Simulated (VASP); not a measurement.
# TePt2Se (P-6m2) in VASP: notebook, part 2 of 2

VASP 6.6.1. Earlier steps stand in the parts before.

**4. Relaxation of cell and atoms, PBE**

The input, INCAR:

```
PREC = Accurate
ENCUT = 600
EDIFF = 1E-7
ISMEAR = 0
SIGMA = 0.1
LREAL = F
LASPH = T
NELM = 100
ALGO = Normal
ISIF = 3
LWAVE = F
LCHARG = F
GGA = PE
IBRION = 2
NSW = 100
EDIFFG = -0.005
```

The input, KPOINTS:

```
Automatic mesh
0
Gamma
  12 12 8
```

The input, POSCAR:

```
TePt2Se
1.0
    4.1429807195      0.0000000000      0.0000000000
   -2.0714903597      3.5879265505      0.0000000000
    0.0000000000      0.0000000000      5.5820139074
Te Pt Se
1 2 1
Direct
    0.3333333333      0.6666666667      0.5000000000
    0.6666666667      0.3333333333      0.7543855109
    0.6666666667      0.3333333333      0.2456144891
    0.0000000000      0.0000000000      0.0000000000
```

Potentials or basis: VASP PAW PBE potentials, release 64 (Te, Pt, Se).

Run with:

```
$ cat potpaw_PBE.64/Te/POTCAR potpaw_PBE.64/Pt/POTCAR potpaw_PBE.64/Se/POTCAR > POTCAR
$ mpirun -np 1 vasp_std > vasp.out
```

OUTCAR:

```text
PREC = Accurate
   ENCUT = 600
   EDIFF = 1E-7
   ISMEAR = 0
   LREAL = F
   LASPH = T
   NELM = 100
   ISIF = 3
   GGA = PE
   IBRION = 2
   NSW = 100
   EDIFFG = -0.005

 ion  position               nearest neighbor table
   1  0.333  0.667  0.500-   2 2.78   3 2.78   2 2.78   3 2.78   2 2.78   3 2.78
   2  0.667  0.333  0.754-   3 2.74   4 2.76   4 2.76   4 2.76   1 2.78   1 2.78   1 2.78   3 2.84

   3  0.667  0.333  0.246-   2 2.74   4 2.76   4 2.76   4 2.76   1 2.78   1 2.78   1 2.78   2 2.84

   4  0.000  0.000  0.000-   2 2.76   3 2.76   2 2.76   3 2.76   2 2.76   3 2.76

  LATTYP: Found a hexagonal cell.
 ALAT       =     4.1429807195
 C/A-ratio  =     1.3473424776

  Lattice vectors:

 A1 = (   4.1429807195,   0.0000000000,   0.0000000000)
 A2 = (  -2.0714903597,   3.5879265505,   0.0000000000)
[... 333 lines left out ...]

 number of electron      32.0000004 magnetization

 Free energy of the ion-electron system (eV)
  ---------------------------------------------------
  ext. energy  EPLUGINS =         0.00000000
  ---------------------------------------------------
  free energy    TOTEN  =       -19.36054612 eV

  energy without entropy =      -19.34659166  energy(sigma->0) =      -19.35356889

 E-fermi :   8.1233     XC(G=0): -11.1150

 val. band max:        8.1175048651   @ k =   0.2500   0.0000   0.3750
 cond. band min:       8.1270535578   @ k =   0.4167   0.0000   0.5000
 fundamental gap:      0.0095486927
 Fermi energy:         8.1233354838

 k-point     1 :       0.0000    0.0000    0.0000
  band No.  band energies     occupation
      1      -6.3557      2.00000
      2      -3.9568      2.00000
      3       1.2080      2.00000
      4       2.2485      2.00000
      5       2.2485      2.00000
      6       2.9017      2.00000
[... 541 lines left out ...]
     19      11.0171      0.00000
     20      11.9216      0.00000

 [... further k-points ...]
[... 5 lines left out ...]
  --------------------------------------------------------------------------------------
  -------------------------------------------------------------------------------------
  Total        0.0079390      0.0079390     -0.0141385      0.0000000     -0.0000000      0.0000000
  in kB        0.1533284      0.1533284     -0.2730606      0.0000000     -0.0000000      0.0000000
  external PRESSURE =       0.0111987 kB  Pullay stress =       0.0000000 kB
[... 19 lines left out ...]
  FREE ENERGIE OF THE ION-ELECTRON SYSTEM (eV)
  ---------------------------------------------------
  free  energy   TOTEN  =       -19.3605461176 eV

  energy  without entropy=      -19.3465916583  energy(sigma->0) =      -19.35356889

 reached required accuracy - stopping structural energy minimisation
```

It took 5.5 min on 1 thread of Intel Xeon Platinum 8488C (Sapphire Rapids), shared host; peak memory 0.4 GiB.

What came out:

| Item | Value |
| --- | --- |
| Free energy | -19.3605 eV |
| Relaxed volume | 20.74 Å³/atom |
| Relaxed cell | a = 4.143 Å, b = 4.143 Å, c = 5.580 Å, α = 90.00°, β = 90.00°, γ = 120.00° |
| Space group after relaxing (to 0.05 Å) | P-6m2 (No. 187) |
| Energy gained by relaxing | 0.1 meV/atom |
| Ionic steps | 5 |
| Pressure after relaxing | 0.0 GPa |
| Band gap on the k mesh | zero (band 16 reaches 8.87 eV, above the bottom of band 17 at 7.55 eV) |

The path:
| step | energy change (eV) | largest force (eV/Å) | pressure (GPa) | volume (Å³) |
| --- | --- | --- | --- | --- |
| 1 | 0.0000 | 0.0941 | -0.04 | 82.98 |
| 2 | -0.0005 | 0.0191 | 0.06 | 82.92 |
| 3 | -0.0005 | 0.0031 | 0.08 | 82.91 |
| 4 | -0.0005 | 0.0035 | -0.10 | 83.03 |
| 5 | -0.0006 | 0.0003 | 0.00 | 82.96 |

Final structure:
```
Te Pt Se
1.0
     4.14334    0.00000    0.00000
    -2.07167    3.58823    0.00000
     0.00000    0.00000    5.57986
Te Pt Se
1 2 1
Direct
  0.33333 0.66667 0.50000
  0.66667 0.33333 0.75337
  0.66667 0.33333 0.24663
  0.00000 0.00000 0.00000
```

Caveat: spin-orbit coupling is left out, which moves the levels of the heavy elements.

**5. Single point, PBE**

The input, INCAR:

```
SYSTEM = TePt2Se
PREC     = Accurate       ! precision mode
ENCUT    = 520            ! plane-wave cutoff, eV
EDIFF    = 1E-6           ! SCF threshold, eV
ISMEAR   = 0              ! smearing method
SIGMA    = 0.1            ! smearing width, eV
LREAL    = .FALSE.        ! projectors in reciprocal space
LASPH    = .TRUE.         ! aspherical terms in the spheres
NELM     = 100            ! most SCF steps
ALGO     = Normal         ! electronic algorithm
ISIF     = 2              ! what is computed and relaxed
LWAVE    = .FALSE.        ! write WAVECAR
LCHARG   = .TRUE.         ! write CHGCAR
GGA      = PE             ! functional
LELF     = .TRUE.         ! ELF
LVHAR    = .TRUE.       
NBANDS   = 24             ! bands
```

The input, KPOINTS:

```
Automatic mesh
0
G
  6 6 4
  0 0 0
```

POSCAR is that of step 4.

Potentials or basis: VASP PAW PBE potentials, release 64 (Te, Pt, Se).

Run with:

```
$ cat potpaw_PBE.64/Te/POTCAR potpaw_PBE.64/Pt/POTCAR potpaw_PBE.64/Se/POTCAR > POTCAR
$ mpirun -np 1 vasp_std > vasp.out
```

OUTCAR:

```text
SYSTEM = TePt2Se
   PREC = Accurate
   ENCUT = 520
   EDIFF = 1E-6
   ISMEAR = 0
   LREAL = .FALSE.
   LASPH = .TRUE.
   NELM = 100
   ISIF = 2
   GGA = PE

 ion  position               nearest neighbor table
   1  0.333  0.667  0.500-   2 2.78   3 2.78   2 2.78   3 2.78   2 2.78   3 2.78
   2  0.667  0.333  0.754-   3 2.74   4 2.76   4 2.76   4 2.76   1 2.78   1 2.78   1 2.78   3 2.84

   3  0.667  0.333  0.246-   2 2.74   4 2.76   4 2.76   4 2.76   1 2.78   1 2.78   1 2.78   2 2.84

   4  0.000  0.000  0.000-   2 2.76   3 2.76   2 2.76   3 2.76   2 2.76   3 2.76

  LATTYP: Found a hexagonal cell.
 ALAT       =     4.1429807195
 C/A-ratio  =     1.3473424776

  Lattice vectors:

 A1 = (   4.1429807195,   0.0000000000,   0.0000000000)
 A2 = (  -2.0714903597,   3.5879265505,   0.0000000000)
 A3 = (   0.0000000000,   0.0000000000,   5.5820139074)

Analysis of symmetry for initial positions (statically):
=====================================================================
 Subroutine PRICEL returns:
 Original cell was already a primitive cell.

 Routine SETGRP: Setting up the symmetry group for a
 hexagonal supercell.
[... 167 lines left out ...]

 E-fermi :   8.0782     XC(G=0): -11.1145

 val. band max:        7.9781790875   @ k =   0.3333   0.0000   0.5000
 cond. band min:       8.1034197487   @ k =   0.3333   0.1667   0.2500
 fundamental gap:      0.1252406612
 Fermi energy:         8.0781973323

 k-point     1 :       0.0000    0.0000    0.0000
  band No.  band energies     occupation
      1      -6.3608      2.00000
      2      -3.9604      2.00000
      3       1.2052      2.00000
      4       2.2485      2.00000
      5       2.2485      2.00000
      6       2.9093      2.00000
[... 556 lines left out ...]
     23      16.6798      0.00000
     24      16.6938      0.00000

------------------------ aborting loop because EDIFF is reached ----------------------------------------

  FORCE on cell =-STRESS in cart. coord.  units (eV):
  Direction    XX          YY          ZZ          XY          YZ          ZX
  --------------------------------------------------------------------------------------
  -------------------------------------------------------------------------------------
  Total       -0.1012109     -0.1012109     -0.1338732     -0.0000000      0.0000000      0.0000000
  in kB       -1.9542965     -1.9542965     -2.5849779     -0.0000000      0.0000000      0.0000000
  external PRESSURE =      -2.1645236 kB  Pullay stress =       0.0000000 kB

 VOLUME and BASIS-vectors are now :
 -----------------------------------------------------------------------------
  energy-cutoff  :      520.00
  volume of cell :       82.98
      direct lattice vectors                 reciprocal lattice vectors
     4.142980719  0.000000000  0.000000000     0.241372110  0.139356253  0.000000000
    -2.071490360  3.587926551  0.000000000     0.000000000  0.278712506  0.000000000
     0.000000000  0.000000000  5.582013907     0.000000000  0.000000000  0.179146813

 POSITION                                       TOTAL-FORCE (eV/Angst)
 -----------------------------------------------------------------------------------
     -0.00000      2.39195      2.79101        -0.000000      0.000000      0.000000
      2.07149      1.19598      4.21099        -0.000000      0.000000     -0.005587
      2.07149      1.19598      1.37102        -0.000000      0.000000      0.005587
      0.00000      0.00000      0.00000         0.000000     -0.000000      0.000000
 -----------------------------------------------------------------------------------
    total drift:                               -0.000000      0.000000      0.000000

  FREE ENERGIE OF THE ION-ELECTRON SYSTEM (eV)
  ---------------------------------------------------
  free  energy   TOTEN  =       -19.3934724420 eV

  energy  without entropy=      -19.3825602265  energy(sigma->0) =      -19.38801633
```

stdout:

```text
POSCAR found type information on POSCAR TePtSe
 POSCAR found :  3 types and       4 ions
 scaLAPACK will be used
 LDA part: xc-table for (Slater+PW92), standard interpolation
 POSCAR, INCAR and KPOINTS ok, starting setup
 FFT: planning ... GRIDC
 FFT: planning ... GRID_SOFT
 FFT: planning ... GRID
 WAVECAR not read
 entering main loop
```

Wall time 26 s (1 thread of Intel Xeon Platinum 8488C (Sapphire Rapids), shared host); peak memory 0.22 GiB.

What came out:

```
Free energy            : -19.3935 eV
Pressure               : -0.2 GPa
Largest force          : 0.006 eV/Å
Band gap on the k mesh : zero (band 16 reaches 8.86 eV, above the bottom of band 17 at 7.54 eV)
```

Forces in eV/Å, atoms in the order of the input:
```
Te   0.000  0.000  0.000
Pt   0.000  0.000 -0.006
Pt   0.000  0.000  0.006
Se   0.000  0.000  0.000
```

Caveat: spin-orbit coupling is left out, which moves the levels of the heavy elements.

**6. Summary**

| task | cell | k mesh | cutoff (eV) | smearing | gap on the mesh (eV) | pressure (GPa) | relaxed volume (Å³/atom) | largest force (eV/Å) |
| --- | --- | --- | --- | --- | --- | --- | --- | --- |
| relaxation of cell and atoms | relaxed from a = 4.146, b = 4.146, c = 5.581 Å, angles 90.0, 90.0, 120.0°, 4 atoms | 12 × 12 × 8 | 600 | fermi-dirac 0.15 eV | none | 0.0 | 20.76 | - |
| single point | a = 4.146, b = 4.146, c = 5.581 Å, angles 90.0, 90.0, 120.0°, 4 atoms | 12 × 12 × 8 | 520 | gaussian 0.1 eV | none | -0.2 | - | 0.01 |
| relaxation of cell and atoms | relaxed from a = 4.143, b = 4.143, c = 5.582 Å, angles 90.0, 90.0, 120.0°, 4 atoms | 12 × 12 × 8 | 600 | gaussian 0.1 eV | none | 0.0 | 20.74 | - |
| single point | a = 4.143, b = 4.143, c = 5.582 Å, angles 90.0, 90.0, 120.0°, 4 atoms | 6 × 6 × 4 | 520 | gaussian 0.1 eV | none | -0.2 | - | 0.01 |

Alike in all rows: level PBE; potentials or basis VASP PAW PBE potentials, release 64 (Te, Pt, Se); no spin polarisation.

Caveats: spin-orbit coupling is left out, which moves the levels of the heavy elements.

Absolute energies hang on the potentials; compare differences alone.
